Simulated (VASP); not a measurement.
Set up this calculation in VASP 6.6.1, as the native input.

```yaml
Task: electric field gradients
Functional: PBEsol
Potentials_or_basis: VASP PAW PBE potentials, release 64 (Ca_sv, Al, Si, O)
Cutoff: 520 eV
k_mesh: 5 × 3 × 3
Occupations: fermi-dirac, width 0.02 eV
Spin: no spin polarisation
Dipole_correction: no
Further_INCAR_settings: LREAL = Auto; ALGO = Normal; EDIFF = 1e-08; NBANDS = 86
```

The structure of CaAl2Si6O16 lies in POSCAR:

```
CaAl2Si6O16
1.0
    4.9871966514      0.0000000000      0.0000000000
    0.2595624035      8.5822183559      0.0000000000
    0.1170193079      0.1126598214      8.8061190751
Ca Al Si O
1 2 6 16
Direct
    0.8321070000      0.9612530000      0.5079010000
    0.6080970000      0.6702480000      0.6841260000
    0.8519720000      0.8259890000      0.1848650000
    0.8990350000      0.1965730000      0.1758900000
    0.5954430000      0.3038290000      0.6639270000
    0.4143420000      0.3321320000      0.3360950000
    0.0993980000      0.1647590000      0.8277960000
    0.3640320000      0.6985360000      0.3572920000
    0.1141850000      0.8094740000      0.8428050000
    0.9856290000      0.8029550000      0.0087870000
    0.5016820000      0.7671390000      0.5115780000
    0.3354250000      0.2825960000      0.7768850000
    0.1573530000      0.2368430000      0.2800040000
    0.2241550000      0.9896390000      0.8072250000
    0.3256860000      0.5085690000      0.3790680000
    0.7983680000      0.0277620000      0.2344860000
    0.7039180000      0.4754230000      0.6605340000
    0.8439080000      0.1762780000      0.7068730000
    0.6561930000      0.3252660000      0.2091080000
    0.5197610000      0.2372860000      0.4926190000
    0.9838360000      0.2051500000      0.9963630000
    0.0661910000      0.7828800000      0.3432310000
    0.3587580000      0.6871640000      0.8200040000
    0.5521540000      0.7332630000      0.2126840000
    0.8833740000      0.7918520000      0.7117400000
```

These files were run (other wordings do the same):

INCAR

```
SYSTEM = CaAl2Si6O16
PREC     = Accurate       ! precision mode
ENCUT    = 520            ! plane-wave cutoff, eV
EDIFF    = 1E-8           ! SCF threshold, eV
ISMEAR   = -1             ! smearing method
SIGMA    = 0.02           ! smearing width, eV
LREAL    = Auto         
LASPH    = .TRUE.         ! aspherical terms in the spheres
NELM     = 100            ! most SCF steps
ALGO     = Normal         ! electronic algorithm
ISIF     = 2              ! what is computed and relaxed
LWAVE    = .FALSE.        ! write WAVECAR
LCHARG   = .FALSE.        ! write CHGCAR
GGA      = PS             ! functional
LEFG     = .TRUE.       
NBANDS   = 86             ! bands
```

KPOINTS

```
regular mesh
0
G
  5 3 3
  0 0 0
```

Potentials or basis: VASP PAW PBE potentials, release 64 (Ca_sv, Al, Si, O).

Launch:

```console
$ cat potpaw_PBE.64/Ca_sv/POTCAR potpaw_PBE.64/Al/POTCAR potpaw_PBE.64/Si/POTCAR potpaw_PBE.64/O/POTCAR > POTCAR
$ mpirun -np 1 vasp_std > vasp.out
```

It gave:

```
Pressure               : -2.1 GPa
Largest force          : 0.142 eV/Å
Band gap on the k mesh : 4.49 eV, indirect (the least direct gap lies 4.6 meV higher)
```

Caveat: without QUAD_EFG the Cq values of the log hold for a quadrupole moment of 1 mb, not for the nuclei; the PAW data sets were made with another functional, which shifts forces and pressure a little.

Run time: 19 min on 1 thread of Intel(R) Xeon(R) Platinum 8375C CPU @ 2.90GHz (Ice Lake), with other jobs on the host, peak memory 0.72 GiB.
